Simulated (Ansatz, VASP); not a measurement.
**Two plane-wave programs on Si**

```
CELL_PARAMETERS angstrom
3.84720 0.00000 0.00000
-1.92360 3.33177 0.00000
0.00000 0.00000 18.44470
ATOMIC_POSITIONS crystal
Si 0.33333 0.66667 0.26958
Si 0.66667 0.33333 0.24397
Si 0.44444 0.55556 0.48495
Si 0.77778 0.22222 0.45934
```

Alike in both runs: task single point; functional PBE; dispersion D3(BJ); k mesh 9 × 9 × 1; occupations gaussian, width 0.1 eV; no spin polarisation.

|  | VASP | Ansatz |
| --- | --- | --- |
| version | VASP 6.6.1 | Ansatz 0.2.0 |
| potentials or method | VASP PAW PBE potentials, release 64 (Si), cutoff 520 eV | scalar-relativistic, plane waves, PAW |
| valence electrons in the cell | 16 | 16 |

```csv
,VASP,Ansatz,Ansatz less VASP
gap on the k mesh at the Fermi level (eV),0.18,0.18,0.000
least direct gap on the mesh (eV),0.28,0.28,0.000
rms of the force components (eV/Å),0.062,0.065,+0.0031
```

Atom by atom the forces differ by 0.004 eV/Å (rms over components).
